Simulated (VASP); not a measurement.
# InSe (R3m) in VASP: single point with PBEsol

Aim: the single point of InSe with PBEsol.

Program: VASP 6.6.1. These are calculated values, not measurements. Logs are shortened: lines on timing, memory, paths and dates and some standing lists are left out, and cuts for length are marked.

## (1) The cell of the first run

It takes space group R3m (No. 160, trigonal). The conventional cell has a = 3.889 Å, b = 3.889 Å, c = 24.529 Å, α = 90.00°, β = 90.00°, γ = 120.00°. Within 3.4 Å of In (site symmetry 3m) lie 3 Se at 2.56 Å and 1 In at 2.69 Å. Within 3.4 Å of In (site symmetry 3m) lie 3 Se at 2.56 Å and 1 In at 2.69 Å. Within 3.4 Å of Se (site symmetry 3m) lie 3 In at 2.56 Å. Within 3.4 Å of Se (site symmetry 3m) lie 3 In at 2.56 Å.

## (2) Single point, PBEsol (strain -0.030 along x and y, -0.030 along z)

INCAR

```
ALGO     = Normal         # electronic algorithm
EDIFF    = 1E-6           # SCF threshold, eV
ENCUT    = 520            # plane-wave cutoff, eV
GGA      = PS             # functional
ISIF     = 2              # what is computed and relaxed
ISMEAR   = 0              # smearing method
LASPH    = True           # aspherical terms in the spheres
LCHARG   = False          # write CHGCAR
LREAL    = False          # projectors in reciprocal space
LWAVE    = False          # write WAVECAR
NBANDS   = 27             # bands
NELM     = 60             # most SCF steps
PREC     = Accurate       # precision mode
SIGMA    = 0.03           # smearing width, eV
```

KPOINTS

```
k-points
0
Gamma
  12 12 12
```

POSCAR

```
InSe
1.0
    1.9442555391      1.1225164588      8.1763179450
   -1.9442555391      1.1225164588      8.1763179450
    0.0000000000     -2.2450329177      8.1763179450
In Se
2 2
Direct
    0.0011929034      0.0011929034      0.0011929034
    0.1109978602      0.1109978602      0.1109978602
    0.6173495424      0.6173495424      0.6173495424
    0.8281596941      0.8281596941      0.8281596941
```

Potentials or basis: VASP PAW PBE potentials, release 64 (In_d, Se).

On the command line:

```console
> cat potpaw_PBE.64/In_d/POTCAR potpaw_PBE.64/Se/POTCAR > POTCAR
> mpirun -np 1 vasp_std > vasp.out
```

OUTCAR:

```text
EDIFF = 1E-6
   ENCUT = 520
   GGA = PS
   ISIF = 2
   ISMEAR = 0
   LASPH = True
   LREAL = False
   NELM = 60
   PREC = Accurate

 ion  position               nearest neighbor table
   1  0.001  0.001  0.001-   3 2.56   3 2.56   3 2.56   2 2.69
   2  0.111  0.111  0.111-   4 2.56   4 2.56   4 2.56   1 2.69
   3  0.617  0.617  0.617-   1 2.56   1 2.56   1 2.56
   4  0.828  0.828  0.828-   2 2.56   2 2.56   2 2.56

  LATTYP: Found a trigonal (rhomboedric) cell.
 ALAT       =     8.4789355428
 COS(alpha) =     0.8948391669

  Lattice vectors:

 A1 = (   1.9442555391,   1.1225164588,   8.1763179450)
 A2 = (  -1.9442555391,   1.1225164588,   8.1763179450)
 A3 = (   0.0000000000,  -2.2450329177,   8.1763179450)

Analysis of symmetry for initial positions (statically):
=====================================================================
 Subroutine PRICEL returns:
 Original cell was already a primitive cell.

 Routine SETGRP: Setting up the symmetry group for a
 trigonal (rhombohedral) supercell.

 Subroutine GETGRP returns: Found  6 space group operations
 (whereof  6 operations were pure point group operations)
 out of a pool of 12 trial point group operations.

The static configuration has the point symmetry C_3v.

Analysis of symmetry for dynamics (positions and initial velocities):
=====================================================================
 Subroutine PRICEL returns:
 Original cell was already a primitive cell.

 Routine SETGRP: Setting up the symmetry group for a
 trigonal (rhombohedral) supercell.

 Subroutine GETGRP returns: Found  6 space group operations
 (whereof  6 operations were pure point group operations)
 out of a pool of 12 trial point group operations.

The dynamic configuration has the point symmetry C_3v.

 Subroutine INISYM returns: Found  6 space group operations
 (whereof  6 operations are pure point group operations),
 and found     1 'primitive' translations

----------------------------------------------------------------------------------------

                                     Primitive cell

  volume of cell :     107.0669

[... 81 lines left out ...]
   NGXF,Y,Z  is equivalent  to a cutoff of  25.10, 25.10, 25.10 a.u.
 SYSTEM =  unknown system
   PREC   = accura    normal or accurate (medium, high low for compatibility)
   ISTART =      0    job   : 0-new  1-cont  2-samecut
   ICHARG =      2    charge: 1-file 2-atom 10-const
   ISPIN  =      1    spin polarized calculation?
   LNONCOLLINEAR =      F non collinear calculations
   LSORBIT =      F    spin-orbit coupling
   LASPH  =      T    aspherical Exc in radial PAW
   ENCUT  =  520.0 eV  38.22 Ry    6.18 a.u.  15.77 15.77 15.77*2*pi/ulx,y,z
   NELM   =     60;   NELMIN=  2; NELMDL= -5     # of ELM steps
   EDIFF  = 0.1E-05   stopping-criterion for ELM
   LREAL  =      F    real-space projection
   EDIFFG = 0.1E-04   stopping-criterion for IOM
   NSW    =      0    number of steps for IOM
   IBRION =     -1    ionic relax: 0-MD 1-quasi-New 2-CG
   NFREE  =      0    steps in history (QN), initial steepest desc. (CG)
   ISIF   =      2    stress and relaxation
   ISYM   =      2    0-nonsym 1-usesym 2-fastsym
   POTIM  = 0.5000    time-step for ionic-motion
   TEBEG  =    0.0;   TEEND  =   0.0 temperature during run
   PSTRESS=    0.0 pullay stress
   NELECT =      38.0000    total number of electrons
   NUPDOWN=      -1.0000    fix difference up-down
   EMIN   =  10.00;   EMAX   =-10.00  energy-range for DOS
   EFERMI =   0.00;   METHOD = LEGACY
   ISMEAR =     0;   SIGMA  =   0.03  broadening in eV -4-tet -1-fermi 0-gaus
   EFERMI_NEDOS =   21; number of points for ismear=-14 and -15
   IALGO  =     38    algorithm
   IMIX   =      4    mixing-type and parameters
     AMIX     =   0.40;   BMIX     =  1.00
     AMIX_MAG =   1.60;   BMIX_MAG =  1.00
  volume/ion in A,a.u.               =      26.77       180.63
  Fermi-wavevector in a.u.,A,eV,Ry     =   1.159091  2.190365 18.279329  1.343493
  Thomas-Fermi vector in A             =   2.295687
   LORBIT       =      0    0 simple, 1 ext, 2 COOP (PROOUT), +10 PAW based schemes
   GGA     = PS    functional components
   LHFCALC =     F    Hartree Fock is set to
   AEXX    =    0.0000 exact exchange contribution
   IVDW    =     0    specifies the selected vdW correction
   LEPSILON=     F    determine dielectric tensor
   LRPA    =     F    only Hartree local field effects (RPA)
 non-spin polarized calculation
 Gauss-broadening in eV      SIGMA  =   0.03
  energy-cutoff  :      520.00
  volume of cell :      107.07
 maximum number of plane-waves:      2911
   NGX = 31   NGY = 31   NGZ = 31

 number of electron      38.0000006 magnetization

 Free energy of the ion-electron system (eV)
  ---------------------------------------------------
  ext. energy  EPLUGINS =         0.00000000
  ---------------------------------------------------
  free energy    TOTEN  =       -15.42380055 eV

  energy without entropy =      -15.42380055  energy(sigma->0) =      -15.42380055

 E-fermi :   5.0920     XC(G=0):  -9.4944

 val. band max:        4.8996307717   @ k =   0.5000   0.5000   0.5000
 cond. band min:       5.5113127998   @ k =   0.5000   0.5000   0.5000
 fundamental gap:      0.6116820281
 Fermi energy:         5.0919788176

 k-point     1 :       0.0000    0.0000    0.0000
  band No.  band energies     occupation
      1     -10.1306      2.00000
      2      -9.8765      2.00000
      3      -9.8765      2.00000
      4      -9.7629      2.00000
      5      -9.7629      2.00000
      6      -9.7454      2.00000
[... 709 lines left out ...]
     26      11.8875      0.00000
     27      13.0280      0.00000

 [... further k-points ...]
[... 5 lines left out ...]
  --------------------------------------------------------------------------------------
  -------------------------------------------------------------------------------------
  Total        3.9676365      3.9676365      3.7164104      0.0000000     -0.0000000      0.0000000
  in kB       59.3727782     59.3727782     55.6133643      0.0000000     -0.0000000      0.0000000
  external PRESSURE =      58.1196403 kB  Pullay stress =       0.0000000 kB

 VOLUME and BASIS-vectors are now :
 -----------------------------------------------------------------------------
  energy-cutoff  :      520.00
  volume of cell :      107.07
      direct lattice vectors                 reciprocal lattice vectors
     1.944255539  1.122516459  8.176317945     0.257167841  0.148475922  0.040768147
    -1.944255539  1.122516459  8.176317945    -0.257167841  0.148475922  0.040768147
     0.000000000 -2.245032918  8.176317945     0.000000000 -0.296951845  0.040768147

 POSITION                                       TOTAL-FORCE (eV/Angst)
 -----------------------------------------------------------------------------------
      0.00000     -0.00000      0.02926         0.000000     -0.000000      0.362852
      0.00000     -0.00000      2.72266         0.000000      0.000000     -0.357447
      0.00000     -0.00000     15.14294         0.000000      0.000000     -0.804295
      0.00000     -0.00000     20.31389         0.000000     -0.000000      0.798891
 -----------------------------------------------------------------------------------
    total drift:                               -0.000000      0.000000     -0.000595

  FREE ENERGIE OF THE ION-ELECTRON SYSTEM (eV)
  ---------------------------------------------------
  free  energy   TOTEN  =       -15.4238005475 eV

  energy  without entropy=      -15.4238005475  energy(sigma->0) =      -15.42380055
```

Wall time 72 min (1 thread of Intel Xeon 8259CL, shared host); peak memory 0.88 GiB.

Results:

```yaml
Free_energy: -15.4238 eV
Pressure: 5.8 GPa
Largest_force: 0.804 eV/Å
Band_gap_on_the_k_mesh: 0.61 eV
```

Forces on the atoms (eV/Å):
```
In   0.000  0.000  0.363
In   0.000  0.000 -0.357
Se   0.000  0.000 -0.804
Se   0.000  0.000  0.799
```

Stress tensor (GPa, compression positive):
```
5.94 0.00 0.00
0.00 5.94 0.00
0.00 0.00 5.56
```

Caveat: the cell differs from its parent crystal (strain -0.030 along x and y, -0.030 along z); the cell stands under pressure; semilocal functionals underestimate gaps, and a narrow one can read as zero; the PAW data sets were made with another functional, which shifts forces and pressure a little; spin-orbit coupling is left out, which moves the levels of the heavy elements.
